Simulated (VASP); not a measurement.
# MgB2H (P6/mmm) in VASP: further runs

The runs below take MgB2H through single point, relaxation of cell and atoms, with PBE.

Program: VASP 6.6.1. These are calculated values, not measurements. Logs are shortened: lines on timing, memory, paths and dates and some standing lists are left out, and cuts for length are marked.

## Step 1: The cell of the first run

Symmetry: P6/mmm, No. 191, hexagonal system. Conventional cell: a = 3.012 Å, b = 3.012 Å, c = 4.263 Å, α = 90.00°, β = 90.00°, γ = 120.00°. Mg (site symmetry 6/mmm) has 2 H at 2.13 Å and 12 B at 2.75 Å within 2.8 Å. B (site symmetry -6m2) has 3 B at 1.74 Å and 3 H at 1.74 Å within 2.3 Å. H (site symmetry 6/mmm) has 6 B at 1.74 Å and 2 Mg at 2.13 Å within 2.3 Å.

## Step 2: Single point, PBE

File INCAR:

```
ALGO     = Normal         # electronic algorithm
EDIFF    = 1E-7           # SCF threshold, eV
ENCUT    = 520            # plane-wave cutoff, eV
GGA      = PE             # functional
ISIF     = 2              # what is computed and relaxed
ISMEAR   = 0              # smearing method
LASPH    = True           # aspherical terms in the spheres
LCHARG   = False          # write CHGCAR
LREAL    = False          # projectors in reciprocal space
LWAVE    = False          # write WAVECAR
NBANDS   = 12             # bands
NELM     = 100            # most SCF steps
PREC     = Accurate       # precision mode
SIGMA    = 0.1            # smearing width, eV
```

File KPOINTS:

```
k-points
0
Gamma
  18 18 12
```

File POSCAR:

```
MgB2H
1.0
    3.0117287201      0.0000000000      0.0000000000
   -1.5058643601      2.6082335809      0.0000000000
    0.0000000000      0.0000000000      4.2628293079
Mg B H
1 2 1
Direct
    0.0000000000      0.0000000000      0.5000000000
    0.3333333333      0.6666666667      0.0000000000
    0.6666666667      0.3333333333      0.0000000000
    0.0000000000      0.0000000000      0.0000000000
```

Potentials or basis: VASP PAW PBE potentials, release 64 (Mg, B, H).

The run is started by

```bash
$ cat potpaw_PBE.64/Mg/POTCAR potpaw_PBE.64/B/POTCAR potpaw_PBE.64/H/POTCAR > POTCAR
$ mpirun -np 1 vasp_std > vasp.out
```

OUTCAR:

```text
EDIFF = 1E-7
   ENCUT = 520
   GGA = PE
   ISIF = 2
   ISMEAR = 0
   LASPH = True
   LREAL = False
   NELM = 100
   PREC = Accurate

 ion  position               nearest neighbor table
   1  0.000  0.000  0.500-   4 2.13   4 2.13   2 2.75   2 2.75   3 2.75   3 2.75   3 2.75   3 2.75
                             2 2.75   2 2.75   3 2.75   3 2.75   2 2.75   2 2.75
   2  0.333  0.667  0.000-   3 1.74   3 1.74   3 1.74   1 2.75   1 2.75   1 2.75   1 2.75   1 2.75
                             1 2.75
   3  0.667  0.333  0.000-   2 1.74   2 1.74   2 1.74   1 2.75   1 2.75   1 2.75   1 2.75   1 2.75
                             1 2.75
   4  0.000  0.000  0.000-   1 2.13   1 2.13

  LATTYP: Found a hexagonal cell.
 ALAT       =     3.0117287201
 C/A-ratio  =     1.4154094555

  Lattice vectors:

 A1 = (   3.0117287201,   0.0000000000,   0.0000000000)
 A2 = (  -1.5058643601,   2.6082335809,   0.0000000000)
 A3 = (   0.0000000000,   0.0000000000,   4.2628293079)

Analysis of symmetry for initial positions (statically):
=====================================================================
 Subroutine PRICEL returns:
 Original cell was already a primitive cell.

 Routine SETGRP: Setting up the symmetry group for a
 hexagonal supercell.

 Subroutine GETGRP returns: Found 24 space group operations
 (whereof 24 operations were pure point group operations)
 out of a pool of 24 trial point group operations.

The static configuration has the point symmetry D_6h.

Analysis of symmetry for dynamics (positions and initial velocities):
=====================================================================
 Subroutine PRICEL returns:
 Original cell was already a primitive cell.

 Routine SETGRP: Setting up the symmetry group for a
 hexagonal supercell.

 Subroutine GETGRP returns: Found 24 space group operations
 (whereof 24 operations were pure point group operations)
 out of a pool of 24 trial point group operations.

The dynamic configuration has the point symmetry D_6h.

 Subroutine INISYM returns: Found 24 space group operations
 (whereof 24 operations are pure point group operations),
 and found     1 'primitive' translations

----------------------------------------------------------------------------------------

                                     Primitive cell

  volume of cell :      33.4858

  direct lattice vectors                    reciprocal lattice vectors
     3.011728720  0.000000000  0.000000000     0.332035217  0.191700622  0.000000000
    -1.505864360  2.608233581  0.000000000     0.000000000  0.383401244  0.000000000
     0.000000000  0.000000000  4.262829308     0.000000000  0.000000000  0.234585982

  length of vectors
     3.011728720  3.011728720  4.262829308     0.383401244  0.383401244  0.234585982

  position of ions in fractional coordinates (direct lattice)
     0.000000000  0.000000000  0.500000000
     0.333333333  0.666666667  0.000000000
     0.666666667  0.333333333  0.000000000
     0.000000000  0.000000000  0.000000000

  ion indices of the primitive-cell ions
   primitive index   ion index
                 1           1
                 2           2
                 3           3
                 4           4

----------------------------------------------------------------------------------------

 KPOINTS: k-points

Automatic generation of k-mesh.
 Grid dimensions read from file:
 generate k-points for:   18   18   12

 Generating k-lattice:

  Cartesian coordinates                     Fractional coordinates (reciprocal lattice)
     0.018446401  0.010650035  0.000000000     0.055555556  0.000000000  0.000000000
     0.000000000  0.021300069  0.000000000     0.000000000  0.055555556  0.000000000
     0.000000000  0.000000000  0.019548832     0.000000000  0.000000000  0.083333333

  Length of vectors
     0.021300069  0.021300069  0.019548832

  Shift w.r.t. Gamma in fractional coordinates (k-lattice)
     0.000000000  0.000000000  0.000000000

 Subroutine IBZKPT returns following result:
 ===========================================

 Found    259 irreducible k-points:

 Following reciprocal coordinates:
            Coordinates               Weight
  0.000000  0.000000  0.000000      1.000000
  0.055556  0.000000  0.000000      6.000000
  0.111111  0.000000  0.000000      6.000000
  0.166667 -0.000000  0.000000      6.000000
  0.222222  0.000000  0.000000      6.000000
  0.277778  0.000000  0.000000      6.000000
[... 16 lines left out ...]
  0.333333  0.111111  0.000000     12.000000
  0.388889  0.111111  0.000000     12.000000
 [... further k-points ...]
   k-points           NKPTS =    259   k-points in BZ     NKDIM =    259   number of bands    NBANDS=     12
   number of dos      NEDOS =    301   number of ions     NIONS =      4
   total plane-waves  NPLWV =  18432
   dimension x,y,z NGX =    24 NGY =   24 NGZ =   32
   dimension x,y,z NGXF=    48 NGYF=   48 NGZF=   64
   ions per type =               1   2   1
   NGX,Y,Z   is equivalent  to a cutoff of  13.25, 13.25, 12.48 a.u.
   NGXF,Y,Z  is equivalent  to a cutoff of  26.50, 26.50, 24.96 a.u.
 SYSTEM =  unknown system
   PREC   = accura    normal or accurate (medium, high low for compatibility)
   ISTART =      0    job   : 0-new  1-cont  2-samecut
   ICHARG =      2    charge: 1-file 2-atom 10-const
   ISPIN  =      1    spin polarized calculation?
   LNONCOLLINEAR =      F non collinear calculations
   LSORBIT =      F    spin-orbit coupling
   LASPH  =      T    aspherical Exc in radial PAW
   ENCUT  =  520.0 eV  38.22 Ry    6.18 a.u.   5.60  5.60  7.93*2*pi/ulx,y,z
   NELM   =    100;   NELMIN=  2; NELMDL= -5     # of ELM steps
   EDIFF  = 0.1E-06   stopping-criterion for ELM
   LREAL  =      F    real-space projection
   EDIFFG = 0.1E-05   stopping-criterion for IOM
   NSW    =      0    number of steps for IOM
   IBRION =     -1    ionic relax: 0-MD 1-quasi-New 2-CG
   NFREE  =      0    steps in history (QN), initial steepest desc. (CG)
   ISIF   =      2    stress and relaxation
   ISYM   =      2    0-nonsym 1-usesym 2-fastsym
   POTIM  = 0.5000    time-step for ionic-motion
   TEBEG  =    0.0;   TEEND  =   0.0 temperature during run
   PSTRESS=    0.0 pullay stress
   NELECT =       9.0000    total number of electrons
   NUPDOWN=      -1.0000    fix difference up-down
   EMIN   =  10.00;   EMAX   =-10.00  energy-range for DOS
   EFERMI =   0.00;   METHOD = LEGACY
   ISMEAR =     0;   SIGMA  =   0.10  broadening in eV -4-tet -1-fermi 0-gaus
   EFERMI_NEDOS =   21; number of points for ismear=-14 and -15
   IALGO  =     38    algorithm
   IMIX   =      4    mixing-type and parameters
     AMIX     =   0.40;   BMIX     =  1.00
     AMIX_MAG =   1.60;   BMIX_MAG =  1.00
  volume/ion in A,a.u.               =       8.37        56.49
  Fermi-wavevector in a.u.,A,eV,Ry     =   1.056499  1.996493 15.186676  1.116189
  Thomas-Fermi vector in A             =   2.191737
   LORBIT       =      0    0 simple, 1 ext, 2 COOP (PROOUT), +10 PAW based schemes
   GGA     = PE    functional components
   LHFCALC =     F    Hartree Fock is set to
   AEXX    =    0.0000 exact exchange contribution
   IVDW    =     0    specifies the selected vdW correction
   LEPSILON=     F    determine dielectric tensor
   LRPA    =     F    only Hartree local field effects (RPA)
 non-spin polarized calculation
 Gauss-broadening in eV      SIGMA  =   0.10
  energy-cutoff  :      520.00
  volume of cell :       33.49
 maximum number of plane-waves:       919
 NGX is ok and might be reduce to    24
   NGX = 11   NGY = 11   NGZ = 15

 number of electron       9.0000000 magnetization

 Free energy of the ion-electron system (eV)
  ---------------------------------------------------
  ext. energy  EPLUGINS =         0.00000000
  ---------------------------------------------------
  free energy    TOTEN  =       -16.27405115 eV

  energy without entropy =      -16.27057328  energy(sigma->0) =      -16.27231222

 E-fermi :   5.9169     XC(G=0): -10.7058

 val. band max:        5.8956542918   @ k =   0.4444   0.0000   0.0000
 cond. band min:       5.9208580946   @ k =   0.4444   0.0000   0.0833
 fundamental gap:      0.0252038028
 Fermi energy:         5.9169358797

 k-point     1 :       0.0000    0.0000    0.0000
  band No.  band energies     occupation
      1      -9.2005      2.00000
      2       0.0896      2.00000
      3       2.5645      2.00000
      4       5.0970      2.00000
      5       5.0970      2.00000
      6       9.9813      0.00000
      7      10.6441      0.00000
      8      10.6441      0.00000
      9      14.5293      0.00000
     10      14.9374      0.00000
     11      18.7644      0.00000
     12      19.9695      0.00000

 k-point     2 :       0.0556    0.0000    0.0000
  band No.  band energies     occupation
      1      -9.1461      2.00000
      2       0.1505      2.00000
      3       2.6117      2.00000
      4       4.7999      2.00000
      5       4.9275      2.00000
      6       9.1276      0.00000
      7      10.9310      0.00000
      8      11.8141      0.00000
      9      14.5651      0.00000
     10      14.6974      0.00000
     11      18.5661      0.00000
     12      19.4907      0.00000

 k-point     3 :       0.1111    0.0000    0.0000
  band No.  band energies     occupation
      1      -8.9831      2.00000
      2       0.3327      2.00000
      3       2.7142      2.00000
      4       4.0244      2.00000
      5       4.5067      2.00000
      6       8.4001      0.00000
      7      11.7020      0.00000
      8      13.3387      0.00000
      9      14.0172      0.00000
     10      14.6586      0.00000
     11      17.9504      0.00000
     12      18.5945      0.00000
[... 286 lines left out ...]
 k-point    23 :       0.3333    0.1111    0.0000
  band No.  band energies     occupation
      1      -6.4780      2.00000
      2      -2.2190      2.00000
      3       1.1404      2.00000
      4       3.1256      2.00000
      5       5.8775      1.42283
      6       7.8930      0.00000
      7       8.1549      0.00000
      8      10.3965      0.00000
      9      13.3742      0.00000
     10      15.2355      0.00000
     11      16.7263      0.00000
     12      19.9482      0.00000

 k-point    24 :       0.3889    0.1111    0.0000
  band No.  band energies     occupation
      1      -5.8182      2.00000
      2      -3.1704      2.00000
      3       0.9839      2.00000
      4       3.8480      2.00000
      5       6.6437      0.00000
      6       6.8772      0.00000
      7       7.9080      0.00000
      8       9.6171      0.00000
      9      13.1433      0.00000
     10      15.0797      0.00000
     11      17.6232      0.00000
     12      20.0078      0.00000

 [... further k-points ...]
[... 5 lines left out ...]
  --------------------------------------------------------------------------------------
  -------------------------------------------------------------------------------------
  Total       -0.0328026     -0.0328026     -0.0822093      0.0000000      0.0000000      0.0000000
  in kB       -1.5694893     -1.5694893     -3.9334271      0.0000000      0.0000000      0.0000000
  external PRESSURE =      -2.3574685 kB  Pullay stress =       0.0000000 kB

 VOLUME and BASIS-vectors are now :
 -----------------------------------------------------------------------------
  energy-cutoff  :      520.00
  volume of cell :       33.49
      direct lattice vectors                 reciprocal lattice vectors
     3.011728720  0.000000000  0.000000000     0.332035217  0.191700622  0.000000000
    -1.505864360  2.608233581  0.000000000     0.000000000  0.383401244  0.000000000
     0.000000000  0.000000000  4.262829308     0.000000000  0.000000000  0.234585982

 POSITION                                       TOTAL-FORCE (eV/Angst)
 -----------------------------------------------------------------------------------
      0.00000      0.00000      2.13141         0.000000     -0.000000      0.000000
     -0.00000      1.73882      0.00000        -0.000000      0.000000      0.000000
      1.50586      0.86941      0.00000         0.000000     -0.000000     -0.000000
      0.00000      0.00000      0.00000         0.000000     -0.000000      0.000000
 -----------------------------------------------------------------------------------
    total drift:                                0.000000     -0.000000      0.000000

  FREE ENERGIE OF THE ION-ELECTRON SYSTEM (eV)
  ---------------------------------------------------
  free  energy   TOTEN  =       -16.2740511516 eV

  energy  without entropy=      -16.2705732842  energy(sigma->0) =      -16.27231222
```

It took 25 s on 1 thread of Intel Xeon 6975P-C (Granite Rapids), shared host; peak memory 0.24 GiB.

Results:

| Quantity | Value |
| --- | --- |
| Free energy | -16.2741 eV |
| Pressure | -0.2 GPa |

## Step 3: Relaxation of cell and atoms, PBE

This run uses another cell than the first one, of 8.40 Å³/atom, 1.004 times its volume.

File INCAR:

```
SYSTEM = MgB2H
ALGO = Normal
EDIFF = 1E-6
EDIFFG = -0.01
ENCUT = 600
GGA = PE
IBRION = 2
ISIF = 3
ISMEAR = 0
LASPH = .True.
LCHARG = .False.
LREAL = .False.
LWAVE = .False.
NELM = 100
NSW = 100
PREC = Accurate
SIGMA = 0.1
```

File KPOINTS:

```
k-points
0
Gamma
  18 18 12
  0 0 0
```

File POSCAR:

```
MgB2H
1.0
    3.0067105982      0.0000000000      0.0000000000
   -1.5033552991      2.6038877599      0.0000000000
    0.0000000000      0.0000000000      4.2926278212
Mg B H
1 2 1
Direct
    0.0000000000      0.0000000000      0.5000000000
    0.3333333333      0.6666666667      0.0000000000
    0.6666666667      0.3333333333      0.0000000000
    0.0000000000      0.0000000000      0.0000000000
```

Potentials or basis: VASP PAW PBE potentials, release 64 (Mg, B, H).

The run is started by

```bash
$ cat potpaw_PBE.64/Mg/POTCAR potpaw_PBE.64/B/POTCAR potpaw_PBE.64/H/POTCAR > POTCAR
$ mpirun -np 1 vasp_std > vasp.out
```

It took 57 s on 1 thread of Intel Xeon 6975P-C (Granite Rapids), shared host; peak memory 0.25 GiB.

Results (log left out):

| Property | Result |
| --- | --- |
| Free energy | -16.2765 eV |
| Relaxed volume | 8.34 Å³/atom |
| Relaxed cell | a = 3.011 Å, b = 3.011 Å, c = 4.248 Å, α = 90.00°, β = 90.00°, γ = 120.00° |
| Space group after relaxing (to 0.05 Å) | P6/mmm (No. 191) |
| Energy gained by relaxing | 0.3 meV/atom |
| Ionic steps | 5 |
| Pressure after relaxing | 0.0 GPa |

Stress tensor (GPa, compression positive):
```
 0.07  0.00  0.00
 0.00  0.07  0.00
 0.00  0.00 -0.03
```

The path:
```csv
step,energy change (eV),largest force (eV/Å),pressure (GPa),volume (Å³)
1,0.0000,0.0000,-0.03,33.61
2,-0.0005,0.0000,-0.27,33.60
3,-0.0008,0.0000,-0.58,33.59
4,-0.0011,0.0000,-0.24,33.46
5,-0.0012,0.0000,0.04,33.36
```

Final structure:
```
CELL_PARAMETERS angstrom
3.01128 0.00000 0.00000
-1.50564 2.60785 0.00000
0.00000 0.00000 4.24750
ATOMIC_POSITIONS crystal
Mg 0.00000 0.00000 0.50000
B 0.33333 0.66667 0.00000
B 0.66667 0.33333 0.00000
H 0.00000 0.00000 0.00000
```

Levels at points of the mesh, in eV from the Fermi level:
```csv
k point,band 1,band 2,band 3,band 4,band 5,band 6,band 7,band 8
"(0.00, 0.00, 0.00)",-15.14,-5.83,-3.33,-0.84,-0.84,4.05,4.71,4.71
"(0.50, 0.00, 0.00)",-11.54,-9.72,-3.81,-1.87,0.17,0.40,1.45,3.13
"(0.00, 0.00, 0.50)",-14.82,-8.46,-0.76,-0.76,3.00,3.21,4.76,4.76
"(0.50, 0.00, 0.50)",-11.36,-9.42,-4.03,-3.75,-2.21,0.93,6.65,7.09
```

## Step 4: Single point, PBE

This run uses another cell than the first one, of 8.40 Å³/atom, 1.004 times its volume.

File INCAR:

```
PREC     = Accurate       # precision mode
ENCUT    = 520            # plane-wave cutoff, eV
EDIFF    = 1E-6           # SCF threshold, eV
ISMEAR   = 0              # smearing method
SIGMA    = 0.1            # smearing width, eV
LREAL    = False          # projectors in reciprocal space
LASPH    = True           # aspherical terms in the spheres
NELM     = 100            # most SCF steps
ALGO     = Normal         # electronic algorithm
ISIF     = 2              # what is computed and relaxed
LWAVE    = False          # write WAVECAR
LCHARG   = False          # write CHGCAR
GGA      = PE             # functional
NBANDS   = 12             # bands
```

File KPOINTS:

```
Automatic mesh
0
Gamma
  6 6 4
```

Changes to POSCAR since step 3:

```diff
@@ -2,4 +2,4 @@
 1.0
-    3.0067105982      0.0000000000      0.0000000000
-   -1.5033552991      2.6038877599      0.0000000000
+    3.0067105982     -0.0000000027      0.0000000000
+   -1.5033552968      2.6038877613      0.0000000000
     0.0000000000      0.0000000000      4.2926278212
```

The run is started by

```bash
$ cat potpaw_PBE.64/Mg/POTCAR potpaw_PBE.64/B/POTCAR potpaw_PBE.64/H/POTCAR > POTCAR
$ mpirun -np 1 vasp_std > vasp.out
```

Run time: 3.4 s. Hardware: 1 thread of Intel Xeon 6975P-C (Granite Rapids), shared host; peak memory 0.15 GiB.

Results (log left out):

```yaml
Free_energy: -16.2013 eV
Pressure: -0.4 GPa
```

Stress tensor (GPa, compression positive):
```
-0.26  0.00  0.00
 0.00 -0.26  0.00
 0.00  0.00 -0.71
```

Levels at points of the mesh, in eV from the Fermi level:
```tsv
k point	band 2	band 3	band 4	band 5	band 6	band 7	band 8	band 9
(0.00, 0.00, 0.00)	-5.83	-3.45	-0.73	-0.73	4.17	4.84	4.84	8.76
(0.50, 0.00, 0.00)	-9.62	-3.71	-1.83	0.27	0.42	1.33	3.05	8.92
(0.00, 0.00, 0.50)	-8.41	-0.66	-0.66	2.76	3.27	4.89	4.89	6.93
(0.50, 0.00, 0.50)	-9.34	-3.96	-3.66	-2.16	1.05	6.44	7.14	8.48
```

Caveat: the k points lie up to 0.40 Å⁻¹ apart.

(Continued in part 2 of 2.)
